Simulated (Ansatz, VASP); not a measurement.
## Tl in VASP and in Ansatz

```
CELL_PARAMETERS angstrom
-1.92829 1.92829 1.92829
1.92829 -1.92829 1.92829
1.92829 1.92829 -1.92829
ATOMIC_POSITIONS crystal
Tl 0.00000 0.00000 0.00000
```

Alike in both runs: task single point; functional PBE; k mesh 8 × 8 × 8; occupations gaussian, width 0.05 eV; no spin polarisation.

|  | VASP | Ansatz |
| --- | --- | --- |
| version | VASP 6.6.1 | Ansatz 0.2.0 |
| potentials or method | VASP PAW PBE potentials, release 64 (Tl_d), cutoff 520 eV | scalar-relativistic, plane waves, PAW |
| valence electrons in the cell | 13 | 13 |

VASP gave:

| Property | Result |
| --- | --- |
| gap on the k mesh at the Fermi level (eV) | none |
| pressure (GPa) | 3.3 |

**Question.** Which values does Ansatz return?

**Answer.** gap on the k mesh at the Fermi level (eV): none; pressure (GPa): 3.4.

A gap of «none» marks a metal or a gap that the smearing closes. The functional is the same, so the differences come from potentials, cutoffs and numerics.

Spin-orbit coupling is off throughout.
